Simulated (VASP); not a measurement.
Wanted: the native input for a VASP 6.6.1 run.

| Quantity | Value |
| --- | --- |
| Task | single point |
| Functional | LDA |
| Potentials or basis | VASP PAW LDA potentials, release 64 (Hf_pv) |
| Cutoff | 520 eV |
| k mesh | 17 × 17 × 17 |
| Occupations | fermi-dirac, width 0.08 eV |
| Spin | no spin polarisation |
| Dipole correction | no |
| k mesh for the DOS | 26 × 26 × 26 |
| Occupations for the DOS | tetrahedron |
| Further INCAR settings | ALGO = Normal; EDIFF = 1e-06; NBANDS = 11 |

Crystal: Hf.

```
CELL_PARAMETERS angstrom
-1.72200 1.72200 1.72200
1.72200 -1.72200 1.72200
1.72200 1.72200 -1.72200
ATOMIC_POSITIONS crystal
Hf 0.00000 0.00000 0.00000
```

This isn't the form of Hf at room conditions, which is hcp.

One way to write it, as run:

POSCAR

```
Hf
1.0
   -1.7220023909      1.7220023909      1.7220023909
    1.7220023909     -1.7220023909      1.7220023909
    1.7220023909      1.7220023909     -1.7220023909
Hf
1
Direct
    0.0000000000      0.0000000000      0.0000000000
```

INCAR.step1

```
SYSTEM = Hf
PREC = Accurate ; ENCUT = 520
EDIFF = 1E-6 ; ISMEAR = -1
SIGMA = 0.08 ; LREAL = .FALSE.
LASPH = .TRUE. ; NELM = 80
ALGO = Normal ; ISIF = 2
LWAVE = .FALSE. ; LCHARG = .TRUE.
LMAXMIX = 4 ; GGA = CA
NBANDS = 11
```

KPOINTS.step1

```
regular mesh
0
G
  17 17 17
  0 0 0
```

INCAR.step2

```
SYSTEM = Hf
PREC = Accurate ; ENCUT = 520
EDIFF = 1E-6 ; ISMEAR = -5
SIGMA = 0.08 ; LREAL = .FALSE.
LASPH = .TRUE. ; NELM = 80
ALGO = Normal ; ISIF = 2
LWAVE = .FALSE. ; LCHARG = .FALSE.
LMAXMIX = 4 ; GGA = CA
LORBIT = 11 ; NBANDS = 11
NEDOS = 2001 ; ICHARG = 11
```

KPOINTS.step2

```
regular mesh
0
G
  26 26 26
  0 0 0
```

Potentials or basis: VASP PAW LDA potentials, release 64 (Hf_pv).

The run is started by

```bash
$ cat potpaw_LDA.64/Hf_pv/POTCAR > POTCAR
$ cp INCAR.step1 INCAR
$ cp KPOINTS.step1 KPOINTS
$ mpirun -np 1 vasp_std > vasp.out
$ cp INCAR.step2 INCAR
$ cp KPOINTS.step2 KPOINTS
$ mpirun -np 1 vasp_std > vasp.out
```

It gave:

* Valence electrons inside the program's atomic spheres: Hf 8.54

It took 100 s on 1 thread of Intel Xeon 8259CL, on a shared host, peak memory 0.26 GiB.
